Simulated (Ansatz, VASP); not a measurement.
**Two plane-wave programs on HgTe**

```
CELL_PARAMETERS angstrom
0.00000 3.22350 3.22350
3.22350 0.00000 3.22350
3.22350 3.22350 0.00000
ATOMIC_POSITIONS crystal
Hg 0.00000 0.00000 0.00000
Te 0.25000 0.25000 0.25000
```

Alike in both runs: task single point; functional BLYP; k mesh 6 × 6 × 6; occupations gaussian, width 0.05 eV; no spin polarisation.

|  | VASP | Ansatz |
| --- | --- | --- |
| version | VASP 6.6.1 | Ansatz 0.2.0 |
| potentials or method | VASP PAW PBE potentials, release 64 (Hg, Te), cutoff 520 eV | scalar-relativistic, plane waves, PAW |
| valence electrons in the cell | 18 | 36 |

Ansatz gave:

- gap on the k mesh at the Fermi level (eV): none
- pressure (GPa): 7.4

Problem. Estimate VASP's values.

Solution. gap on the k mesh at the Fermi level (eV): none; pressure (GPa): 7.7.

VASP's potentials were made for PBE, not for BLYP. A gap of «none» marks a metal or a gap that the smearing closes. With one functional, cell and mesh, what is left measures potentials, basis and numerics. VASP's potentials hold 18 valence electrons a cell and Ansatz's 36, so a difference there can come from the potentials and not from the codes.

Spin-orbit coupling is off throughout.
